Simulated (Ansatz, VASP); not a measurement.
## One calculation of Zr2C, two programs

The input INCAR:

```
PREC = Accurate ; ENCUT = 520
EDIFF = 1E-6 ; ISMEAR = 0
SIGMA = 0.1 ; LREAL = False
LASPH = True ; NELM = 60
ALGO = Normal ; ISIF = 2
LWAVE = False ; LCHARG = True
GGA = PE ; LELF = True
LVHAR = True ; NBANDS = 37
```

Contents of KPOINTS:

```
regular mesh
0
Gamma
  4 4 4
```

Contents of POSCAR:

```
Zr2C
1.0
    3.9812379439     -2.2576932929      0.0000000000
    3.9812379439      2.2576932929      0.0000000000
    0.0000000000      0.0000000000      4.3971041097
Zr C
4 2
Direct
    0.8900000000      0.4500000000      0.2500000000
    0.5500000000      0.1100000000      0.2500000000
    0.4500000000      0.8900000000      0.7500000000
    0.1100000000      0.5500000000      0.7500000000
    0.7800000000      0.2200000000      0.7500000000
    0.2200000000      0.7800000000      0.2500000000
```

Input for Ansatz:

```yaml
crystal:
  lattice:
    - [3.9812379439, -2.2576932929, 0.0]
    - [3.9812379439, 2.2576932929, 0.0]
    - [0.0, 0.0, 4.3971041097]
  atoms:
    - { symbol: Zr, position: [0.89, 0.45, 0.25] }
    - { symbol: Zr, position: [0.55, 0.11, 0.25] }
    - { symbol: Zr, position: [0.45, 0.89, 0.75] }
    - { symbol: Zr, position: [0.11, 0.55, 0.75] }
    - { symbol: C, position: [0.78, 0.22, 0.75] }
    - { symbol: C, position: [0.22, 0.78, 0.25] }
basis:
  ecutwfc: 420
kpoints:
  mp_grid: { grid: [4, 4, 4] }
hamiltonian:
  xc: pbe
scf:
  occupations: { method: gaussian, width: 0.1 }
  lower_state_search: "off"
output:
  forces: true
  stress: true
  eigenvalues: true
```

Alike in both runs: task single point; functional PBE; k mesh 4 × 4 × 4; occupations gaussian, width 0.1 eV; no spin polarisation.

|  | VASP | Ansatz |
| --- | --- | --- |
| version | VASP 6.6.1 | Ansatz 0.2.0 |
| potentials or method | VASP PAW PBE potentials, release 64 (Zr_sv, C), cutoff 520 eV | scalar-relativistic, plane waves, PAW |
| valence electrons in the cell | 56 | 56 |

VASP gave:

| Quantity | Value |
| --- | --- |
| gap on the k mesh at the Fermi level (eV) | none |
| rms of the force components (eV/Å) | 2.468 |

Problem. Which values does Ansatz return?

Solution. gap on the k mesh at the Fermi level (eV): none; rms of the force components (eV/Å): 2.454.

Atom by atom the forces differ by 0.016 eV/Å (rms over components). A gap of «none» marks a metal or a gap that the smearing closes.

The k mesh is coarse, so the values compare programs but aren't converged.
